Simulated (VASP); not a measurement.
Here is a VASP 6.6.1 calculation.

The input INCAR:

```
PREC     = Accurate       # precision mode
ENCUT    = 520            # plane-wave cutoff, eV
EDIFF    = 1E-6           # SCF threshold, eV
ISMEAR   = -1             # smearing method
SIGMA    = 0.05           # smearing width, eV
LREAL    = F              # projectors in reciprocal space
LASPH    = T              # aspherical terms in the spheres
NELM     = 100            # most SCF steps
ALGO     = Normal         # electronic algorithm
ISIF     = 2              # what is computed and relaxed
LWAVE    = F              # write WAVECAR
LCHARG   = T              # write CHGCAR
GGA      = PE             # functional
LELF     = T              # ELF
LVHAR    = T            
NBANDS   = 29             # bands
```

Contents of KPOINTS:

```
Automatic mesh
0
Gamma
  10 10 4
```

POSCAR

```
Ti3Se
1.0
    3.1321732920      0.0000000000      0.0000000000
   -1.5660866460      2.7125416399      0.0000000000
    0.0000000000      0.0000000000      7.7806026671
Se Ti
1 3
Direct
    0.0000000000      0.0000000000      0.0000000000
    0.6666666667      0.3333333333      0.5000000000
    0.3333333333      0.6666666667      0.7729020000
    0.3333333333      0.6666666667      0.2270980000
```

Potentials or basis: VASP PAW PBE potentials, release 64 (Se, Ti_sv).

Command:

```sh
$ cat potpaw_PBE.64/Se/POTCAR potpaw_PBE.64/Ti_sv/POTCAR > POTCAR
$ mpirun -np 1 vasp_std > vasp.out
```

(1) What does it give for the band gap on the k mesh?

(2) What does it give for the pressure?

(3) Estimate the largest force.

Results:

(1) zero (band 21 reaches 9.15 eV, above the bottom of band 22 at 8.57 eV).

(2) 8.1 GPa.

(3) 0.262 eV/Å.
